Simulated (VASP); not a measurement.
A run of VASP 6.6.1 is set up as follows.

INCAR

```
PREC = Accurate
ENCUT = 520
EDIFF = 1E-7
ISMEAR = 0
SIGMA = 0.1
LREAL = F
LASPH = T
NELM = 80
ALGO = Fast
ISIF = 2
LWAVE = F
LCHARG = F
GGA = PS
NBANDS = 18
```

File KPOINTS:

```
Automatic mesh
0
Gamma
  16 16 6
```

The input POSCAR:

```
Al3Cu
1.0
    2.6754099401      0.0000000000      0.0000000000
    0.0000000000      2.6754099401      0.0000000000
    0.0000000000      0.0000000000      7.9110878525
Al Cu
3 1
Direct
    0.0000000000      0.0000000000      0.5000000000
    0.5000000000      0.5000000000      0.1978816960
    0.5000000000      0.5000000000      0.8021183040
    0.0000000000      0.0000000000      0.0000000000
```

Potentials or basis: VASP PAW PBE potentials, release 64 (Al, Cu).

The run is started by

```console
$ cat potpaw_PBE.64/Al/POTCAR potpaw_PBE.64/Cu/POTCAR > POTCAR
$ mpirun -np 1 vasp_std > vasp.out
```

Task: What does it give for the largest force?

Result: 1.495 eV/Å.

Task: Estimate the band gap on the k mesh.

Result: Zero (bands 10 and 11 overlap by 5.45 eV).

Stress tensor (GPa, compression positive):
```
14.32  0.00  0.00
 0.00 14.32  0.00
 0.00  0.00  1.44
```

Caveat: the cell differs from its parent crystal (strained); the stress differs along the axes, from 1 to 14 GPa; the PAW data sets were made with another functional, which shifts forces and pressure a little.
